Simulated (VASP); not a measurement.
Wanted: the native input for a VASP 6.6.1 run.

```yaml
Task: single point
Functional: PBE
Potentials_or_basis: VASP PAW PBE potentials, release 64 (Ga_d, C)
Cutoff: 520 eV
k_mesh: 8 × 8 × 8
Occupations: gaussian, width 0.1 eV
Spin: no spin polarisation
Dipole_correction: no
Further_INCAR_settings: ALGO = Normal; EDIFF = 1e-07; NBANDS = 22
```

The structure of Ga2C lies in POSCAR:

```
Ga2C
1.0
   -1.4205859602      1.4205859602      5.0721339902
    1.4205859602     -1.4205859602      5.0721339902
    1.4205859602      1.4205859602     -5.0721339902
Ga C
2 1
Direct
    0.6323092436      0.6323092436      0.0000000000
    0.3676907564      0.3676907564      0.0000000000
    0.0000000000      0.0000000000      0.0000000000
```

These files were run (other wordings do the same):

INCAR

```
PREC = Accurate
ENCUT = 520
EDIFF = 1E-7
ISMEAR = 0
SIGMA = 0.1
LREAL = F
LASPH = T
NELM = 60
ALGO = Normal
ISIF = 2
LWAVE = F
LCHARG = T
GGA = PE
LELF = T
LVHAR = T
NBANDS = 22
```

KPOINTS

```
Automatic mesh
0
Gamma
  8 8 8
```

Potentials or basis: VASP PAW PBE potentials, release 64 (Ga_d, C).

Launch:

```bash
$ cat potpaw_PBE.64/Ga_d/POTCAR potpaw_PBE.64/C/POTCAR > POTCAR
$ mpirun -np 1 vasp_std > vasp.out
```

It gave:

```json
{
  "Pressure": "0.2 GPa",
  "Largest force": "0.016 eV/Å",
  "Band gap on the k mesh": "zero (band 15 reaches 7.39 eV, above the bottom of band 16 at 5.11 eV)"
}
```

Caveat: the k points lie up to 0.39 Å⁻¹ apart.

Wall time 100 s on 1 thread of Intel(R) Xeon(R) 6975P-C (Granite Rapids), with other jobs on the host, peak memory 0.26 GiB.
